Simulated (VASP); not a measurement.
# GaN (Imm2) in VASP: notebook, part 2 of 2

VASP 6.6.1.

### 3 Single point, PBEsol

This run uses another cell than the first one, of 11.62 Å³/atom.

Contents of INCAR:

```
SYSTEM = GaN
ALGO     = Normal         ! electronic algorithm
EDIFF    = 1E-7           ! SCF threshold, eV
ENCUT    = 520            ! plane-wave cutoff, eV
GGA      = PS             ! functional
ISIF     = 2              ! what is computed and relaxed
ISMEAR   = 0              ! smearing method
LASPH    = .True.         ! aspherical terms in the spheres
LCHARG   = .False.        ! write CHGCAR
LREAL    = .False.        ! projectors in reciprocal space
LWAVE    = .False.        ! write WAVECAR
NBANDS   = 36             ! bands
NELM     = 60             ! most SCF steps
PREC     = Accurate       ! precision mode
SIGMA    = 0.02           ! smearing width, eV
```

Contents of KPOINTS:

```
k-points
0
Gamma
  6 5 22
  0 0 0
```

Contents of POSCAR:

```
GaN
1.0
    5.6579528208      0.0000000000      0.0000000000
    0.0000000000      8.0015536144      0.0000000000
    0.9429921368      2.6671845381      1.5403175122
Ga N
3 3
Direct
    0.3333333333      0.6666666667      0.0000000000
    0.6666666667      0.3333333333      0.0000000000
    0.0000000000      0.0000000000      0.0000000000
    0.3333333333      0.4166666667      0.0000000000
    0.6666666667      0.0833333333      0.0000000000
    0.0000000000      0.7500000000      0.0000000000
```

Potentials or basis: VASP PAW PBE potentials, release 64 (Ga_d, N).

Started as:

```console
$ cat potpaw_PBE.64/Ga_d/POTCAR potpaw_PBE.64/N/POTCAR > POTCAR
$ mpirun -np 1 vasp_std > vasp.out
```

OUTCAR:

```text
SYSTEM = GaN
   EDIFF = 1E-7
   ENCUT = 520
   GGA = PS
   ISIF = 2
   ISMEAR = 0
   LASPH = .True.
   LREAL = .False.
   NELM = 60
   PREC = Accurate

 ion  position               nearest neighbor table
   1  0.333  0.667  0.000-   4 1.93   5 1.93   6 2.00   4 2.00
   2  0.667  0.333  0.000-   5 1.93   6 1.93   5 2.00   4 2.00
   3  0.000  0.000  0.000-   6 1.93   4 1.93   5 2.00   6 2.00
   4  0.333  0.417  0.000-   1 1.93   3 1.93   1 2.00   2 2.00
   5  0.667  0.083  0.000-   2 1.93   1 1.93   3 2.00   2 2.00
   6  0.000  0.750  0.000-   3 1.93   2 1.93   1 2.00   3 2.00

  LATTYP: Found a triclinic cell.
 ALAT       =     5.6318119331
 B/A-ratio  =     0.7972769478
 C/A-ratio  =     0.5719528882
 COS(alpha) =     0.0408102699
 COS(beta)  =     0.2778421722
 COS(gamma) =     0.4453215773

  Lattice vectors:

 A1 = (   4.7149606840,  -2.6671845381,  -1.5403175122)
 A2 = (   1.8859842736,  -2.6671845382,   3.0806350244)
 A3 = (  -0.9429921368,  -2.6671845381,  -1.5403175122)

Analysis of symmetry for initial positions (statically):
=====================================================================
 Subroutine PRICEL returns following result:

  LATTYP: Found a body centered orthorhombic cell.
 ALAT       =     3.0806350244
 B/A-ratio  =     1.0603724745
 C/A-ratio  =     1.4995931347

  Lattice vectors:

 A1 = (  -2.8289764102,  -0.0000000002,  -1.5403175122)
 A2 = (  -0.9429921366,  -2.6671845384,   1.5403175122)
 A3 = (   0.9429921368,   2.6671845381,   1.5403175122)

   3 primitive cells build up your supercell.

 Routine SETGRP: Setting up the symmetry group for a
 triclinic supercell.

 Subroutine GETGRP returns: Found  1 space group operations
[... 143 lines left out ...]
   EFERMI =   0.00;   METHOD = LEGACY
   ISMEAR =     0;   SIGMA  =   0.02  broadening in eV -4-tet -1-fermi 0-gaus
   EFERMI_NEDOS =   21; number of points for ismear=-14 and -15
   IALGO  =     38    algorithm
   IMIX   =      4    mixing-type and parameters
     AMIX     =   0.40;   BMIX     =  1.00
     AMIX_MAG =   1.60;   BMIX_MAG =  1.00
  volume/ion in A,a.u.               =      11.62        78.43
  Fermi-wavevector in a.u.,A,eV,Ry     =   1.503343  2.840907 30.749719  2.260041
  Thomas-Fermi vector in A             =   2.614466
   LORBIT       =      0    0 simple, 1 ext, 2 COOP (PROOUT), +10 PAW based schemes
   GGA     = PS    functional components
   LHFCALC =     F    Hartree Fock is set to
   AEXX    =    0.0000 exact exchange contribution
   IVDW    =     0    specifies the selected vdW correction
   LEPSILON=     F    determine dielectric tensor
   LRPA    =     F    only Hartree local field effects (RPA)
 non-spin polarized calculation
 Gauss-broadening in eV      SIGMA  =   0.02
  energy-cutoff  :      520.00
  volume of cell :       69.73
 maximum number of plane-waves:      1899
   NGX = 21   NGY = 29   NGZ = 11

 number of electron      54.0000019 magnetization

 Free energy of the ion-electron system (eV)
  ---------------------------------------------------
  ext. energy  EPLUGINS =         0.00000000
  ---------------------------------------------------
  free energy    TOTEN  =       -39.19570049 eV

  energy without entropy =      -39.19570049  energy(sigma->0) =      -39.19570049

 E-fermi :   5.3169     XC(G=0): -11.8190

 val. band max:        5.1658371244   @ k =   0.0000   0.0000   0.0000
 cond. band min:       6.5029040305   @ k =   0.0000   0.0000   0.0000
 fundamental gap:      1.3370669061
 Fermi energy:         5.3169042995

 k-point     1 :       0.0000    0.0000    0.0000
  band No.  band energies     occupation
      1     -10.8325      2.00000
      2      -9.8089      2.00000
      3      -9.8089      2.00000
      4      -8.4346      2.00000
      5      -8.4067      2.00000
      6      -8.4025      2.00000
[... 925 lines left out ...]
     35      14.7830      0.00000
     36      15.6058      0.00000

 [... further k-points ...]

------------------------ aborting loop because EDIFF is reached ----------------------------------------

  FORCE on cell =-STRESS in cart. coord.  units (eV):
  Direction    XX          YY          ZZ          XY          YZ          ZX
  --------------------------------------------------------------------------------------
  -------------------------------------------------------------------------------------
  Total       -3.6557157     -4.5946847      3.7986915      1.3303222      0.0005481      0.0007529
  in kB      -83.9922286   -105.5655962     87.2771804     30.5649394      0.0125931      0.0172986
  external PRESSURE =     -34.0935481 kB  Pullay stress =       0.0000000 kB

 VOLUME and BASIS-vectors are now :
 -----------------------------------------------------------------------------
  energy-cutoff  :      520.00
  volume of cell :       69.73
      direct lattice vectors                 reciprocal lattice vectors
     5.657952821  0.000000000  0.000000000     0.176742372  0.000000000 -0.108202799
     0.000000000  8.001553614  0.000000000     0.000000000  0.124975729 -0.216405599
     0.942992137  2.667184538  1.540317512     0.000000000  0.000000000  0.649216796

 POSITION                                       TOTAL-FORCE (eV/Angst)
 -----------------------------------------------------------------------------------
      1.88598      5.33437      0.00000        -0.345768     -0.244475     -0.000010
      3.77197      2.66718      0.00000        -0.345768     -0.244475     -0.000010
      0.00000      0.00000      0.00000        -0.345768     -0.244475     -0.000010
      1.88598      3.33398      0.00000         0.345768      0.244475      0.000010
      3.77197      0.66680      0.00000         0.345768      0.244475      0.000010
      0.00000      6.00117      0.00000         0.345768      0.244475      0.000010
 -----------------------------------------------------------------------------------
    total drift:                                0.000471      0.000333     -0.000035

  FREE ENERGIE OF THE ION-ELECTRON SYSTEM (eV)
  ---------------------------------------------------
  free  energy   TOTEN  =       -39.1957004881 eV

  energy  without entropy=      -39.1957004881  energy(sigma->0) =      -39.19570049
```

stdout:

```text
POSCAR found type information on POSCAR GaN
 POSCAR found :  2 types and       6 ions
 scaLAPACK will be used
 -----------------------------------------------------------------------------
|                                                                             |
|                                                                             |
|     You enforced a specific xc type in the INCAR file but a different       |
|     I HOPE YOU KNOW WHAT YOU ARE DOING!                                     |
|                                                                             |
 -----------------------------------------------------------------------------

 LDA part: xc-table for (Slater+PW92), standard interpolation
 POSCAR, INCAR and KPOINTS ok, starting setup
 FFT: planning ... GRIDC
 FFT: planning ... GRID_SOFT
 FFT: planning ... GRID
 WAVECAR not read
 entering main loop
```

It took 26 min on 1 thread of Oxide Virtual Turin-like, shared host; peak memory 0.67 GiB.

Results:

| Property | Result |
| --- | --- |
| Free energy | -39.1957 eV |
| Pressure | -3.4 GPa |
| Largest force | 0.423 eV/Å |
| Band gap on the k mesh | 1.34 eV |

Forces in eV/Å, atoms in the order of the input:
```
Ga  -0.346 -0.244  0.000
Ga  -0.346 -0.244  0.000
Ga  -0.346 -0.244  0.000
N    0.346  0.244  0.000
N    0.346  0.244  0.000
N    0.346  0.244  0.000
```

Caveat: the cell stands under tension; the PAW data sets were made with another functional, which shifts forces and pressure a little.
